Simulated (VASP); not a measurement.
# CaO in VASP: further runs

CaO is run at these levels: r2SCAN; tasks: single point.

All numbers are computed with VASP 6.6.1; they aren't measurements. Logs are shortened: lines on timing, memory, paths and dates and some standing lists are left out, and cuts for length are marked.

**1. The cell of the first run**

The structure is tetragonal, space group I4/mmm (No. 139). Conventional cell: a = 3.442 Å, b = 3.442 Å, c = 4.759 Å, α = 90.00°, β = 90.00°, γ = 90.00°. Within 3.1 Å of Ca (site symmetry 4/mmm) lie 6 O at 2.38 to 2.43 Å. O (site symmetry 4/mmm) has 6 Ca at 2.38 to 2.43 Å within 3.1 Å.

**2. Single point, r2SCAN (epitaxial xy strain +1.5%)**

Input file POSCAR:

```
CaO
1.0
    0.0000000000      2.4335133706      2.3796511456
    2.4335133706      0.0000000000      2.3796511456
    2.4335133706      2.4335133706      0.0000000000
Ca O
1 1
Direct
    0.0000000000      0.0000000000      0.0000000000
    0.5000000000      0.5000000000      0.5000000000
```

Input file INCAR.step1:

```
SYSTEM = CaO
PREC = Accurate
ENCUT = 520
ISMEAR = 0
SIGMA = 0.01
LREAL = .False.
LASPH = .True.
NELM = 100
NBANDS = 15
GGA = PE
ALGO = Normal
EDIFF = 1E-4
LWAVE = .True.
LCHARG = .False.
```

Input file INCAR.step2:

```
SYSTEM = CaO
PREC = Accurate
ENCUT = 520
EDIFF = 1E-7
ISMEAR = 0
SIGMA = 0.01
LREAL = .False.
LASPH = .True.
NELM = 100
ALGO = Normal
ISIF = 2
LWAVE = .False.
LCHARG = .False.
METAGGA = R2SCAN
LMIXTAU = .True.
NBANDS = 15
ISTART = 1
```

Input file KPOINTS:

```
regular mesh
0
Gamma
  10 10 10
  0 0 0
```

Potentials or basis: VASP PAW PBE potentials, release 64 (Ca_sv, O).

Command:

```sh
$ cat potpaw_PBE.64/Ca_sv/POTCAR potpaw_PBE.64/O/POTCAR > POTCAR
$ cp INCAR.step1 INCAR
$ mpirun -np 1 vasp_std > vasp.out
$ cp INCAR.step2 INCAR
$ mpirun -np 1 vasp_std > vasp.out
```

OUTCAR:

```text
SYSTEM = CaO
   PREC = Accurate
   ENCUT = 520
   EDIFF = 1E-7
   ISMEAR = 0
   LREAL = .False.
   LASPH = .True.
   NELM = 100
   ISIF = 2
   METAGGA = R2SCAN
   ISTART = 1

 ion  position               nearest neighbor table
   1  0.000  0.000  0.000-   2 2.38   2 2.38   2 2.43   2 2.43   2 2.43   2 2.43
   2  0.500  0.500  0.500-   1 2.38   1 2.38   1 2.43   1 2.43   1 2.43   1 2.43

  LATTYP: Found a body centered tetragonal cell.
 ALAT       =     3.4415076129
 C/A-ratio  =     1.3829120335

  Lattice vectors:

 A1 = (   0.0000000000,  -2.4335133706,  -2.3796511456)
 A2 = (   0.0000000000,   2.4335133706,  -2.3796511456)
 A3 = (   2.4335133706,   0.0000000000,   2.3796511456)

Analysis of symmetry for initial positions (statically):
=====================================================================
 Subroutine PRICEL returns:
 Original cell was already a primitive cell.

 Routine SETGRP: Setting up the symmetry group for a
 body centered tetragonal supercell.

 Subroutine GETGRP returns: Found 16 space group operations
 (whereof 16 operations were pure point group operations)
 out of a pool of 16 trial point group operations.

The static configuration has the point symmetry D_4h.

Analysis of symmetry for dynamics (positions and initial velocities):
=====================================================================
 Subroutine PRICEL returns:
 Original cell was already a primitive cell.

 Routine SETGRP: Setting up the symmetry group for a
 body centered tetragonal supercell.

 Subroutine GETGRP returns: Found 16 space group operations
 (whereof 16 operations were pure point group operations)
 out of a pool of 16 trial point group operations.

The dynamic configuration has the point symmetry D_4h.

 Subroutine INISYM returns: Found 16 space group operations
 (whereof 16 operations are pure point group operations),
 and found     1 'primitive' translations

----------------------------------------------------------------------------------------

                                     Primitive cell

  volume of cell :      28.1845

  direct lattice vectors                    reciprocal lattice vectors
     0.000000000  2.433513371  2.379651146    -0.205464250  0.205464250  0.210114832
     2.433513371  0.000000000  2.379651146     0.205464250 -0.205464250  0.210114832
     2.433513371  2.433513371  0.000000000     0.205464250  0.205464250 -0.210114832

  length of vectors
     3.403634366  3.403634366  3.441507613     0.358579641  0.358579641  0.358579641

  position of ions in fractional coordinates (direct lattice)
     0.000000000  0.000000000  0.000000000
     0.500000000  0.500000000  0.500000000

  ion indices of the primitive-cell ions
   primitive index   ion index
                 1           1
                 2           2

----------------------------------------------------------------------------------------

 KPOINTS: regular mesh

Automatic generation of k-mesh.
 Grid dimensions read from file:
 generate k-points for:   10   10   10

 Generating k-lattice:

  Cartesian coordinates                     Fractional coordinates (reciprocal lattice)
    -0.020546425  0.020546425  0.021011483     0.100000000  0.000000000  0.000000000
     0.020546425 -0.020546425  0.021011483     0.000000000  0.100000000  0.000000000
     0.020546425  0.020546425 -0.021011483     0.000000000  0.000000000  0.100000000

  Length of vectors
     0.035857964  0.035857964  0.035857964

  Shift w.r.t. Gamma in fractional coordinates (k-lattice)
     0.000000000  0.000000000  0.000000000

 Subroutine IBZKPT returns following result:
 ===========================================

 Found    102 irreducible k-points:

 Following reciprocal coordinates:
            Coordinates               Weight
  0.000000  0.000000  0.000000      1.000000
  0.100000 -0.000000  0.000000      8.000000
  0.200000 -0.000000  0.000000      8.000000
  0.300000  0.000000  0.000000      8.000000
  0.400000 -0.000000  0.000000      8.000000
  0.500000  0.000000  0.000000      4.000000
[... 16 lines left out ...]
  0.300000  0.300000  0.000000      2.000000
  0.400000  0.300000  0.000000      8.000000
 [... further k-points ...]
   k-points           NKPTS =    102   k-points in BZ     NKDIM =    102   number of bands    NBANDS=     15
   number of dos      NEDOS =    301   number of ions     NIONS =      2
   total plane-waves  NPLWV =  21952
   dimension x,y,z NGX =    28 NGY =   28 NGZ =   28
   dimension x,y,z NGXF=    56 NGYF=   56 NGZF=   56
   ions per type =               1   1
   NGX,Y,Z   is equivalent  to a cutoff of  13.68, 13.68, 13.53 a.u.
   NGXF,Y,Z  is equivalent  to a cutoff of  27.35, 27.35, 27.05 a.u.
 SYSTEM =  CaO
   PREC   = accura    normal or accurate (medium, high low for compatibility)
   ISTART =      1    job   : 0-new  1-cont  2-samecut
   ICHARG =      0    charge: 1-file 2-atom 10-const
   ISPIN  =      1    spin polarized calculation?
   LNONCOLLINEAR =      F non collinear calculations
   LSORBIT =      F    spin-orbit coupling
   LASPH  =      T    aspherical Exc in radial PAW
   ENCUT  =  520.0 eV  38.22 Ry    6.18 a.u.   6.33  6.33  6.40*2*pi/ulx,y,z
   NELM   =    100;   NELMIN=  2; NELMDL=  0     # of ELM steps
   EDIFF  = 0.1E-06   stopping-criterion for ELM
   LREAL  =      F    real-space projection
   EDIFFG = 0.1E-05   stopping-criterion for IOM
   NSW    =      0    number of steps for IOM
   IBRION =     -1    ionic relax: 0-MD 1-quasi-New 2-CG
   NFREE  =      0    steps in history (QN), initial steepest desc. (CG)
   ISIF   =      2    stress and relaxation
   ISYM   =      2    0-nonsym 1-usesym 2-fastsym
   POTIM  = 0.5000    time-step for ionic-motion
   TEBEG  =    0.0;   TEEND  =   0.0 temperature during run
   PSTRESS=    0.0 pullay stress
   NELECT =      16.0000    total number of electrons
   NUPDOWN=      -1.0000    fix difference up-down
   EMIN   =  10.00;   EMAX   =-10.00  energy-range for DOS
   EFERMI =   0.00;   METHOD = LEGACY
   ISMEAR =     0;   SIGMA  =   0.01  broadening in eV -4-tet -1-fermi 0-gaus
   EFERMI_NEDOS =   21; number of points for ismear=-14 and -15
   IALGO  =     38    algorithm
   IMIX   =      4    mixing-type and parameters
     AMIX     =   0.40;   BMIX     =  1.00
     AMIX_MAG =   1.60;   BMIX_MAG =  1.00
  volume/ion in A,a.u.               =      14.09        95.10
  Fermi-wavevector in a.u.,A,eV,Ry     =   1.355537  2.561593 25.000425  1.837479
  Thomas-Fermi vector in A             =   2.482616
   LORBIT       =      0    0 simple, 1 ext, 2 COOP (PROOUT), +10 PAW based schemes
   METAGGA = R2SCAN    functional components
   LHFCALC =     F    Hartree Fock is set to
   AEXX    =    0.0000 exact exchange contribution
   IVDW    =     0    specifies the selected vdW correction
   LEPSILON=     F    determine dielectric tensor
   LRPA    =     F    only Hartree local field effects (RPA)
 non-spin polarized calculation
 Gauss-broadening in eV      SIGMA  =   0.01
  energy-cutoff  :      520.00
  volume of cell :       28.18
 maximum number of plane-waves:       775
 NGX is ok and might be reduce to    28
   NGX = 13   NGY = 13   NGZ = 13

 number of electron      16.0000001 magnetization

 Free energy of the ion-electron system (eV)
  ---------------------------------------------------
  ext. energy  EPLUGINS =         0.00000000
  ---------------------------------------------------
  free energy    TOTEN  =       -19.44788294 eV

  energy without entropy =      -19.44788294  energy(sigma->0) =      -19.44788294

 E-fermi :   2.1376     XC(G=0): -10.9933

 val. band max:        1.9665513519   @ k =   0.0000   0.0000   0.0000
 cond. band min:       6.0717282293   @ k =   0.5000   0.5000   0.0000
 fundamental gap:      4.1051768775
 Fermi energy:         2.1375518475

 k-point     1 :       0.0000    0.0000    0.0000
  band No.  band energies     occupation
      1     -37.1877      2.00000
      2     -17.0960      2.00000
      3     -17.0960      2.00000
      4     -17.0792      2.00000
      5     -14.5148      2.00000
      6       1.9129      2.00000
      7       1.9129      2.00000
      8       1.9666      2.00000
      9       7.2133      0.00000
     10       8.6996      0.00000
     11       8.6997      0.00000
     12       8.8450      0.00000
     13      10.2123      0.00000
     14      10.4401      0.00000
     15      17.6065      0.00000

 k-point     2 :       0.1000   -0.0000    0.0000
  band No.  band energies     occupation
      1     -37.1788      2.00000
      2     -17.2388      2.00000
      3     -17.1018      2.00000
      4     -17.0888      2.00000
      5     -14.3596      2.00000
      6       1.5864      2.00000
      7       1.7817      2.00000
      8       1.8153      2.00000
      9       7.6633      0.00000
     10       8.6987      0.00000
     11       8.8773      0.00000
     12       8.9746      0.00000
     13      10.4460      0.00000
     14      10.6825      0.00000
     15      18.0070      0.00000

 k-point     3 :       0.2000   -0.0000    0.0000
  band No.  band energies     occupation
      1     -37.1552      2.00000
      2     -17.5689      2.00000
      3     -17.1169      2.00000
      4     -17.0986      2.00000
      5     -14.0111      2.00000
      6       0.8420      2.00000
      7       1.4647      2.00000
      8       1.4857      2.00000
      9       8.6123      0.00000
     10       8.8245      0.00000
     11       9.3677      0.00000
     12       9.4247      0.00000
     13      11.0561      0.00000
     14      11.3123      0.00000
     15      18.5945      0.00000

 k-point     4 :       0.3000    0.0000    0.0000
  band No.  band energies     occupation
      1     -37.1259      2.00000
      2     -17.9061      2.00000
      3     -17.1355      2.00000
      4     -17.1103      2.00000
      5     -13.6494      2.00000
      6       0.0861      2.00000
      7       1.1142      2.00000
      8       1.1227      2.00000
      9       8.9147      0.00000
     10       9.9169      0.00000
     11      10.0408      0.00000
     12      10.0623      0.00000
     13      11.8388      0.00000
     14      12.1080      0.00000
     15      18.1567      0.00000
[... 307 lines left out ...]
 k-point    22 :      -0.2000    0.2000    0.0000
  band No.  band energies     occupation
      1     -37.1169      2.00000
      2     -17.8092      2.00000
      3     -17.2486      2.00000
      4     -17.1272      2.00000
      5     -13.7315      2.00000
      6       0.1035      2.00000
      7       0.9859      2.00000
      8       1.3983      2.00000
      9       8.6306      0.00000
     10       9.7966      0.00000
     11       9.8111      0.00000
     12      10.7325      0.00000
     13      12.0956      0.00000
     14      12.3264      0.00000
     15      18.7095      0.00000

 k-point    23 :       0.3000    0.3000    0.0000
  band No.  band energies     occupation
      1     -37.1031      2.00000
      2     -17.7011      2.00000
      3     -17.2461      2.00000
      4     -17.2460      2.00000
      5     -13.9239      2.00000
      6       0.2205      2.00000
      7       1.5464      2.00000
      8       1.5464      2.00000
      9       6.8184      0.00000
     10       9.5133      0.00000
     11      10.9967      0.00000
     12      11.1506      0.00000
     13      11.1506      0.00000
     14      13.2990      0.00000
     15      20.2844      0.00000

 k-point    24 :       0.4000    0.3000    0.0000
  band No.  band energies     occupation
      1     -37.0844      2.00000
      2     -17.7478      2.00000
      3     -17.2864      2.00000
      4     -17.2698      2.00000
      5     -13.9556      2.00000
      6       0.2996      2.00000
      7       1.3525      2.00000
      8       1.4433      2.00000
      9       6.7571      0.00000
     10      10.1192      0.00000
     11      11.3204      0.00000
     12      11.4491      0.00000
     13      11.5724      0.00000
     14      13.6386      0.00000
     15      18.5344      0.00000

 [... further k-points ...]

------------------------ aborting loop because EDIFF is reached ----------------------------------------

  FORCE on cell =-STRESS in cart. coord.  units (eV):
  Direction    XX          YY          ZZ          XY          YZ          ZX
  --------------------------------------------------------------------------------------
  -------------------------------------------------------------------------------------
  Total       -0.4679865     -0.4679865      0.2009616      0.0000000      0.0000000      0.0000000
  in kB      -26.6031561    -26.6031561     11.4238634      0.0000000      0.0000000      0.0000000
  external PRESSURE =     -13.9274830 kB  Pullay stress =       0.0000000 kB

 VOLUME and BASIS-vectors are now :
 -----------------------------------------------------------------------------
  energy-cutoff  :      520.00
  volume of cell :       28.18
      direct lattice vectors                 reciprocal lattice vectors
     0.000000000  2.433513371  2.379651146    -0.205464250  0.205464250  0.210114832
     2.433513371  0.000000000  2.379651146     0.205464250 -0.205464250  0.210114832
     2.433513371  2.433513371  0.000000000     0.205464250  0.205464250 -0.210114832

 POSITION                                       TOTAL-FORCE (eV/Angst)
 -----------------------------------------------------------------------------------
      0.00000      0.00000      0.00000         0.000000      0.000000      0.000000
      2.43351      2.43351      2.37965        -0.000000     -0.000000     -0.000000
 -----------------------------------------------------------------------------------
    total drift:                                0.000000      0.000000      0.000000

  FREE ENERGIE OF THE ION-ELECTRON SYSTEM (eV)
  ---------------------------------------------------
  free  energy   TOTEN  =       -19.4478829422 eV

  energy  without entropy=      -19.4478829422  energy(sigma->0) =      -19.44788294
```

It took 4.9 min on 1 thread of AMD EPYC 7R43 (Zen 3), shared host; peak memory 0.16 GiB.

What came out:

```yaml
Free_energy: -19.4479 eV
Pressure: -1.4 GPa
Band_gap_on_the_k_mesh: 4.11 eV, indirect (least direct gap 4.55 eV)
```

Levels at points of the mesh, in eV from the valence-band top:
| k point | band 6 | band 7 | band 8 | band 9 | band 10 | band 11 |
| --- | --- | --- | --- | --- | --- | --- |
| (0.00, 0.00, 0.00) | -0.05 | -0.05 | 0.00 | 5.25 | 6.73 | 6.73 |
| (0.50, 0.00, 0.00) | -2.61 | -1.21 | -1.20 | 7.59 | 8.92 | 8.94 |
| (0.50, 0.50, 0.00) | -1.25 | -0.45 | -0.45 | 4.11 | 8.64 | 9.51 |
| (0.50, 0.00, 0.50) | -1.38 | -0.42 | -0.37 | 4.19 | 8.59 | 9.53 |

Caveat: the cell differs from its parent crystal (epitaxial xy strain +1.5%); the PAW data sets were made with another functional, which shifts forces and pressure a little. A k mesh can miss the band edges.

(Continued in part 2 of 2.)
